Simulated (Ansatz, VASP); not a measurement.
**SbPb in VASP and in Ansatz**

The input INCAR:

```
SYSTEM = SbPb
  PREC = Accurate
  ENCUT = 520
  EDIFF = 1E-7
  ISMEAR = -1
  SIGMA = 0.05
  LREAL = .FALSE.
  LASPH = .TRUE.
  NELM = 80
  ALGO = Normal
  ISIF = 2
  LWAVE = .FALSE.
  LCHARG = .FALSE.
  NBANDS = 16
```

Contents of KPOINTS:

```
regular mesh
0
G
  8 8 8
  0 0 0
```

File POSCAR:

```
SbPb
1.0
    0.0000000000      3.2164723569      3.2164723569
    3.2164723569      0.0000000000      3.2164723569
    3.2164723569      3.2164723569      0.0000000000
Sb Pb
1 1
Direct
    0.5000000000      0.5000000000      0.5000000000
    0.0000000000      0.0000000000      0.0000000000
```

Input for Ansatz:

```yaml
crystal:
  lattice:
    - [0.0, 3.216472356853944, 3.216472356853944]
    - [3.216472356853944, 0.0, 3.216472356853944]
    - [3.216472356853944, 3.216472356853944, 0.0]
  atoms:
    - { symbol: Sb, position: [0.5, 0.5, 0.5] }
    - { symbol: Pb, position: [0.0, 0.0, 0.0] }
basis:
  ecutwfc: 470.0
kpoints:
  mp_grid:
    grid: [8, 8, 8]
hamiltonian:
  xc: lda
scf:
  occupations:
    method: fermi_dirac
    width: 0.05
output:
  stress: true
```

Alike in both runs: task single point; functional LDA; k mesh 8 × 8 × 8; occupations fermi-dirac, width 0.05 eV; no spin polarisation.

|  | VASP | Ansatz |
| --- | --- | --- |
| version | VASP 6.6.1 | Ansatz 0.2.0 |
| potentials or method | VASP PAW LDA potentials, release 64 (Sb, Pb_d), cutoff 520 eV | plane waves, PAW |
| valence electrons in the cell | 19 | 29 |

|  | VASP | Ansatz | Ansatz less VASP |
| --- | --- | --- | --- |
| pressure (GPa) | -4.6 | -4.6 | 0.00 |

LDA's correlation is that of Perdew and Zunger in VASP and of Perdew and Wang (1992) in Ansatz. VASP's potentials hold 19 valence electrons a cell and Ansatz's 29, so a difference there can come from the potentials and not from the codes.

Neither program's run includes spin-orbit coupling.
